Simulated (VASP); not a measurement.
Set up this calculation in VASP 6.6.1, as the native input.

* Task: electric field gradients
* Functional: PBE
* Potentials or basis: VASP PAW PBE potentials, release 64 (Ta_pv, N)
* Cutoff: 520 eV
* k mesh: 9 × 9 × 9
* Occupations: fermi-dirac, width 0.02 eV
* Spin: no spin polarisation
* Dipole correction: no
* Further INCAR settings: ALGO = Normal; EDIFF = 1e-08; NBANDS = 15

The structure of TaN lies in POSCAR:

```
TaN
1.0
    0.0653700000      2.2116850000      2.2116850000
    2.2116850000      0.0653700000      2.2116850000
    2.2116850000      2.2116850000      0.0653700000
Ta N
1 1
Direct
    0.5000000000      0.5000000000      0.5000000000
    0.0000000000      0.0000000000      0.0000000000
```

This cell differs from its parent crystal: equal xy, yz and zx shear strains of +3 %.

The input as run:

INCAR

```
PREC = Accurate
ENCUT = 520
EDIFF = 1E-8
ISMEAR = -1
SIGMA = 0.02
LREAL = False
LASPH = True
NELM = 100
ALGO = Normal
ISIF = 2
LWAVE = False
LCHARG = False
GGA = PE
LEFG = True
NBANDS = 15
```

KPOINTS

```
regular mesh
0
Gamma
  9 9 9
```

Potentials or basis: VASP PAW PBE potentials, release 64 (Ta_pv, N).

Run with:

```sh
$ cat potpaw_PBE.64/Ta_pv/POTCAR potpaw_PBE.64/N/POTCAR > POTCAR
$ mpirun -np 1 vasp_std > vasp.out
```

It gave:

```
Pressure               : 15.9 GPa
Band gap on the k mesh : zero (band 8 reaches 11.34 eV, above the bottom of band 9 at 7.91 eV)
```

Caveat: the cell differs from its parent crystal (equal xy, yz and zx shear strains of +3 %); without QUAD_EFG the Cq values of the log hold for a quadrupole moment of 1 mb, not for the nuclei; spin-orbit coupling is left out, which moves the levels of the heavy elements.

It took 31 s on 1 thread of Intel(R) Xeon(R) Platinum 8259CL CPU @ 2.50GHz (Skylake/Cascade Lake) (shared host), peak memory 0.16 GiB.
